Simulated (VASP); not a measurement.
# CdS (I-4m2) in VASP: G0W0 quasiparticle levels with PBE

Aim: the G0W0 quasiparticle levels of CdS with PBE.

Everything below comes from runs of VASP 6.6.1. Logs are shortened: lines on timing, memory, paths and dates and some standing lists are left out, and cuts for length are marked.

### Step 1. The cell of the first run

It takes space group I-4m2 (No. 119, tetragonal). The conventional cell has a = 4.157 Å, b = 4.157 Å, c = 5.585 Å, α = 90.00°, β = 90.00°, γ = 90.00°. Within 3.3 Å of Cd (site symmetry -4m2) lie 4 S at 2.50 Å. S (site symmetry -4m2) has 4 Cd at 2.50 Å within 3.3 Å.

### Step 2. G0W0 quasiparticle levels, PBE

POSCAR

```
CdS
1.0
    0.0000000000      2.9392148365      2.7922540947
    2.9392148365      0.0000000000      2.7922540947
    2.9392148365      2.9392148365      0.0000000000
Cd S
1 1
Direct
    0.0000000000      0.0000000000      0.0000000000
    0.2500000000      0.2500000000      0.2500000000
```

INCAR.step1

```
SYSTEM = CdS
PREC = Accurate ; ENCUT = 500
EDIFF = 1E-8 ; ISMEAR = 0
SIGMA = 0.01 ; LREAL = .FALSE.
LASPH = .TRUE. ; NELM = 100
ALGO = Normal ; LWAVE = .TRUE.
LCHARG = .FALSE. ; GGA = PE
```

INCAR.step2

```
SYSTEM = CdS
PREC = Accurate ; ENCUT = 500
EDIFF = 1E-8 ; ISMEAR = 0
SIGMA = 0.01 ; LREAL = .FALSE.
LASPH = .TRUE. ; NELM = 1
ALGO = Exact ; LWAVE = .TRUE.
LCHARG = .FALSE. ; GGA = PE
NBANDS = 210 ; LOPTICS = .TRUE.
ISTART = 1
```

INCAR.step3

```
SYSTEM = CdS
PREC = Accurate ; ENCUT = 500
EDIFF = 1E-8 ; ISMEAR = 0
SIGMA = 0.01 ; LREAL = .FALSE.
LASPH = .TRUE. ; ALGO = EVGW0
LWAVE = .FALSE. ; LCHARG = .FALSE.
GGA = PE ; NELMGW = 1
NBANDS = 210 ; ENCUTGW = 150.0
NOMEGA = 96 ; PRECFOCK = Fast
ISTART = 1 ; NBANDSGW = 17
OMEGAMAX = 20
```

KPOINTS

```
Automatic mesh
0
G
  4 4 4
  0 0 0
```

Potentials or basis: VASP PAW PBE potentials, release 64 (Cd_GW, S_GW).

Run with:

```console
$ cat potpaw_PBE.64/Cd_GW/POTCAR potpaw_PBE.64/S_GW/POTCAR > POTCAR
$ cp INCAR.step1 INCAR
$ mpirun -np 1 vasp_std > vasp.out
$ cp INCAR.step2 INCAR
$ mpirun -np 1 vasp_std > vasp.out
$ cp INCAR.step3 INCAR
$ mpirun -np 1 vasp_std > vasp.out
```

OUTCAR:

```text
SYSTEM = CdS
   PREC = Accurate
   ENCUT = 500
   EDIFF = 1E-8
   ISMEAR = 0
   LREAL = .FALSE.
   LASPH = .TRUE.
   GGA = PE
   NELMGW = 1
   ENCUTGW = 150.0
   PRECFOCK = Fast
   ISTART = 1

 ion  position               nearest neighbor table
   1  0.000  0.000  0.000-   2 2.50   2 2.50   2 2.50   2 2.50
   2  0.250  0.250  0.250-   1 2.50   1 2.50   1 2.50   1 2.50

  LATTYP: Found a body centered tetragonal cell.
 ALAT       =     4.1566774845
 C/A-ratio  =     1.3435028843

  Lattice vectors:

 A1 = (   0.0000000000,  -2.9392148365,  -2.7922540947)
 A2 = (   0.0000000000,   2.9392148365,  -2.7922540947)
 A3 = (   2.9392148365,   0.0000000000,   2.7922540947)

Analysis of symmetry for initial positions (statically):
=====================================================================
 Subroutine PRICEL returns:
 Original cell was already a primitive cell.

 Routine SETGRP: Setting up the symmetry group for a
 body centered tetragonal supercell.

 Subroutine GETGRP returns: Found  8 space group operations
 (whereof  8 operations were pure point group operations)
 out of a pool of 16 trial point group operations.

The static configuration has the point symmetry D_2d.

Analysis of symmetry for dynamics (positions and initial velocities):
=====================================================================
 Subroutine PRICEL returns:
 Original cell was already a primitive cell.

 Routine SETGRP: Setting up the symmetry group for a
 body centered tetragonal supercell.

 Subroutine GETGRP returns: Found  8 space group operations
 (whereof  8 operations were pure point group operations)
 out of a pool of 16 trial point group operations.

The dynamic configuration has the point symmetry D_2d.

 Subroutine INISYM returns: Found  8 space group operations
 (whereof  8 operations are pure point group operations),
 and found     1 'primitive' translations

----------------------------------------------------------------------------------------

                                     Primitive cell

  volume of cell :      48.2445

  direct lattice vectors                    reciprocal lattice vectors
     0.000000000  2.939214837  2.792254095    -0.170113458  0.170113458  0.179066798
[... 53 lines left out ...]
 -0.250000  0.500000  0.250000      4.000000
  0.500000  0.000000  0.500000      2.000000
 -0.250000  0.250000  0.500000      2.000000
   k-points           NKPTS =     13   k-points in BZ     NKDIM =     64   number of bands    NBANDS=    210
   number of dos      NEDOS =    301   number of ions     NIONS =      2
   total plane-waves  NPLWV =  27000
   dimension x,y,z NGX =    30 NGY =   30 NGZ =   30
   dimension x,y,z NGXF=    60 NGYF=   60 NGZF=   60
   ions per type =               1   1
   NGX,Y,Z   is equivalent  to a cutoff of  12.30, 12.30, 12.00 a.u.
   NGXF,Y,Z  is equivalent  to a cutoff of  24.60, 24.60, 24.00 a.u.
 SYSTEM =  CdS
   PREC   = accura    normal or accurate (medium, high low for compatibility)
   ISTART =      1    job   : 0-new  1-cont  2-samecut
   ICHARG =      0    charge: 1-file 2-atom 10-const
   ISPIN  =      1    spin polarized calculation?
   LNONCOLLINEAR =      F non collinear calculations
   LSORBIT =      F    spin-orbit coupling
   LASPH  =      T    aspherical Exc in radial PAW
   ENCUT  =  500.0 eV  36.75 Ry    6.06 a.u.   7.39  7.39  7.58*2*pi/ulx,y,z
   NELM   =     60;   NELMIN=  2; NELMDL=  0     # of ELM steps
   EDIFF  = 0.1E-07   stopping-criterion for ELM
   LREAL  =      F    real-space projection
   EDIFFG = 0.1E-06   stopping-criterion for IOM
   NSW    =      0    number of steps for IOM
   IBRION =     -1    ionic relax: 0-MD 1-quasi-New 2-CG
   NFREE  =      0    steps in history (QN), initial steepest desc. (CG)
   ISIF   =      0    stress and relaxation
   ISYM   =      3    0-nonsym 1-usesym 2-fastsym
   POTIM  = 0.5000    time-step for ionic-motion
   TEBEG  =    0.0;   TEEND  =   0.0 temperature during run
   PSTRESS=    0.0 pullay stress
   NELECT =      18.0000    total number of electrons
   NUPDOWN=      -1.0000    fix difference up-down
   EMIN   =  10.00;   EMAX   =-10.00  energy-range for DOS
   EFERMI =   0.00;   METHOD = LEGACY
   ISMEAR =     0;   SIGMA  =   0.01  broadening in eV -4-tet -1-fermi 0-gaus
   EFERMI_NEDOS =   21; number of points for ismear=-14 and -15
   IALGO  =     38    algorithm
   IMIX   =      4    mixing-type and parameters
     AMIX     =   0.40;   BMIX     =  1.00
     AMIX_MAG =   1.60;   BMIX_MAG =  1.00
  volume/ion in A,a.u.               =      24.12       162.78
  Fermi-wavevector in a.u.,A,eV,Ry     =   1.178555  2.227146 18.898377  1.388992
  Thomas-Fermi vector in A             =   2.314882
   LORBIT       =      0    0 simple, 1 ext, 2 COOP (PROOUT), +10 PAW based schemes
   GGA     = PE    functional components
   LHFCALC =     T    Hartree Fock is set to
   PRECFOCK=fast      Normal, Fast or Accurate (Low or Medium for compatibility)
   ENCUT4O =  -1.0   cutoff for four orbital integrals eV
   NKREDX  =     1    reduce k-point grid by
   NKREDY  =     1    reduce k-point grid by
   NKREDZ  =     1    reduce k-point grid by
   AEXX    =    1.0000 exact exchange contribution
   HFSCREEN=    0.0000 screening length (either q_TF or 0.3 A-1)
   HFSCREENC=   0.0000 screening length for correlation (either q_TF or 0.3 A-1)
   ENCUTFOCK=  -1.0 apply spherical cutoff to Coloumb kernel
   IVDW    =     0    specifies the selected vdW correction
   LEPSILON=     F    determine dielectric tensor
   LRPA    =     F    only Hartree local field effects (RPA)
   LRPAFORCE           =     F    calculate RPA forces
   ENCUTGW             = 150.0    cutoff for response function in eV
   ENCUTGWSOFT         = 120.0    soft cutoff for Coulomb kernel in GW response function in eV
   ENCUTLF             =  -1.0    cutoff for local field effects
   NELMGW              =     1    number of iterations in solving QP/BSE equation
   NELMHF              =     1    number of iterations in the inner HF iteration
   NKREDLFX            =     1    NKREDLFY  =   1   NKREDLFZ  =   1
 non-spin polarized calculation
 Gauss-broadening in eV      SIGMA  =   0.01
  energy-cutoff  :      500.00
  volume of cell :       48.24
 maximum number of plane-waves:      1242
 NGX is ok and might be reduce to    30
  NGX = 18; NGY = 18; NGZ = 18
   NGX = 15   NGY = 15   NGZ = 15
 maximum number of plane-waves:       208
 NGX is ok and might be reduce to    18

 QP shifts <psi_nk| G(iteration)W_0 |psi_nk>: iteration 1
 for sc-GW calculations column KS-energies equals QP-energies in previous step
 and V_xc(KS)=  KS-energies - (<T + V_ion + V_H > + <T+V_H+V_ion>^1  + <V_x>^1)

 k-point   1 :       0.0000    0.0000    0.0000
  band No.  KS-energies  QP-energies   sigma(KS)   V_xc(KS)     V^pw_x(r,r')   Z            occupation Imag(sigma)

      1      -9.5802     -10.0253     -13.7442     -13.0043     -20.9557       0.6014       2.0000       0.9936
      2      -4.9019      -6.7266     -17.7699     -15.1479     -22.8826       0.6959       2.0000       0.1430
      3      -4.9019      -6.7266     -17.7699     -15.1479     -22.8826       0.6959       2.0000       0.1430
      4      -4.8719      -6.6947     -17.7982     -15.1805     -22.9305       0.6963       2.0000       0.1470
      5      -4.3914      -6.3535     -18.2526     -15.4799     -23.2144       0.7076       2.0000       0.0874
      6      -4.3674      -6.3476     -18.3025     -15.5166     -23.2563       0.7108       2.0000       0.0885
[... 248 lines left out ...]
      3      -4.5946      -6.5081     -18.1326     -15.4202     -23.1997       0.7055       2.0000       0.1231
      4      -4.4240      -6.3768     -18.2389     -15.4840     -23.2444       0.7088       2.0000       0.1033
      5      -4.3658      -6.3329     -18.2481     -15.4748     -23.2121       0.7093       2.0000       0.0932
      6      -3.7242      -5.5375     -18.2278     -15.6687     -23.1883       0.7086       2.0000       0.1252
[... 9 lines left out ...]
     16      15.8924      16.3131     -10.1825     -10.7543      -4.3532       0.7359       0.0000      -0.4160
     17      16.1717      16.2859      -9.2859      -9.4405      -3.6513       0.7393       0.0000      -0.4510
```

OUTCAR.step1:

```text
SYSTEM = CdS
   PREC = Accurate
   ENCUT = 500
   EDIFF = 1E-8
   ISMEAR = 0
   LREAL = .FALSE.
   LASPH = .TRUE.
[... 416 lines left out ...]
      0.00000      0.00000      0.00000        -0.000000     -0.000000      0.000000
      1.46961      1.46961      1.39613         0.000000      0.000000     -0.000000
 -----------------------------------------------------------------------------------
    total drift:                                0.000000      0.000000     -0.000000

  FREE ENERGIE OF THE ION-ELECTRON SYSTEM (eV)
  ---------------------------------------------------
  free  energy   TOTEN  =        -6.0923635849 eV

  energy  without entropy=       -6.0923635849  energy(sigma->0) =       -6.09236358
```

OUTCAR.step2:

```text
SYSTEM = CdS
   PREC = Accurate
   ENCUT = 500
   EDIFF = 1E-8
[... 856 lines left out ...]
  --------------------------------------------------------------------------------------------------------------
     0.00000     9.96488     9.96488    11.18441    -0.00000    -0.00000    -0.00000
     1.88785     4.80923     4.80923     5.00320    -0.00000    -0.00000    -0.00000
     3.77570     5.38694     5.38694     3.22909    -0.00000    -0.00000    -0.00000
     5.66354     2.25230     2.25230     2.47870     0.00000     0.00000     0.00000
     7.55139    -0.44670    -0.44670    -1.66820    -0.00000     0.00000     0.00000
     9.43924     0.40244     0.40244     0.24625     0.00000     0.00000    -0.00000
[... 92 lines left out ...]
   185.00909     0.98031     0.98031     0.98028     0.00000     0.00000    -0.00000
   186.89694     0.98074     0.98074     0.98071     0.00000     0.00000    -0.00000
```

Wall time 7.9 min (1 thread of AMD EPYC 9R45 (Zen 5), shared host); peak memory 0.59 GiB.

Results:

| Quantity | Value |
| --- | --- |
| Quasiparticle gap | 1.91 eV |
| Least direct quasiparticle gap | 1.91 eV |
| Band gap of the starting levels on the mesh | 1.09 eV |
| Least direct gap of the starting levels on the mesh | 1.09 eV |

Caveat: the k points lie up to 0.47 Å⁻¹ apart; bands, screening cutoff and mesh are small and nothing is extrapolated, so the quasiparticle values aren't converged; the structure was generated, so it needn't be the stable form of CdS.
